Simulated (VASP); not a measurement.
# InSe: relaxation of cell and atoms with PBE

Crystal: InSe.

```
CELL_PARAMETERS angstrom
0.00000 2.95995 2.95995
2.95995 0.00000 2.95995
2.95995 2.95995 0.00000
ATOMIC_POSITIONS crystal
In 0.50000 0.50000 0.50000
Se 0.00000 0.00000 0.00000
```

```yaml
Program: VASP 6.6.1
Task: relaxation of cell and atoms
Functional: PBE
Potentials_or_basis: VASP PAW PBE potentials, release 64 (In_d, Se)
Cutoff: 600 eV
k_mesh: 16 × 16 × 16
Occupations: gaussian, width 0.1 eV
Spin: no spin polarisation
Dipole_correction: no
Further_INCAR_settings: ALGO = Normal; EDIFF = 1e-06; IBRION = 2; EDIFFG = -0.01; NSW = 100; ISIF = 3
```

| Property | Result |
| --- | --- |
| Relaxed volume | 26.03 Å³/atom |
| Relaxed cell | a = 4.191 Å, b = 4.191 Å, c = 4.191 Å, α = 60.00°, β = 60.00°, γ = 60.00° |
| Space group after relaxing (to 0.05 Å) | Fm-3m (No. 225) |
| Energy gained by relaxing | 0.0 meV/atom |
| Ionic steps | 2 |
| Pressure after relaxing | 0.0 GPa |

Final structure:
```
CELL_PARAMETERS angstrom
0.00000 2.96373 2.96373
2.96373 0.00000 2.96373
2.96373 2.96373 0.00000
ATOMIC_POSITIONS crystal
In 0.50000 0.50000 0.50000
Se 0.00000 0.00000 0.00000
```

Levels at points of the mesh, in eV from the Fermi level:
| k point | band 6 | band 7 | band 8 | band 9 | band 10 | band 11 | band 12 | band 13 |
| --- | --- | --- | --- | --- | --- | --- | --- | --- |
| (0.00, 0.00, 0.00) | -13.95 | -3.06 | -2.07 | -2.07 | -2.07 | 6.30 | 6.30 | 6.30 |
| (0.50, 0.00, 0.00) | -13.12 | -6.89 | -1.84 | -1.84 | 0.93 | 2.32 | 2.71 | 2.71 |
| (0.50, 0.50, 0.00) | -12.41 | -5.30 | -3.69 | -3.44 | -3.44 | 3.51 | 7.04 | 7.05 |

Wall time 85 s on 1 thread of Intel(R) Xeon(R) Platinum 8488C (Sapphire Rapids) (shared host), peak memory 0.31 GiB.

Caveat: spin-orbit coupling is left out, which moves the levels of the heavy elements.
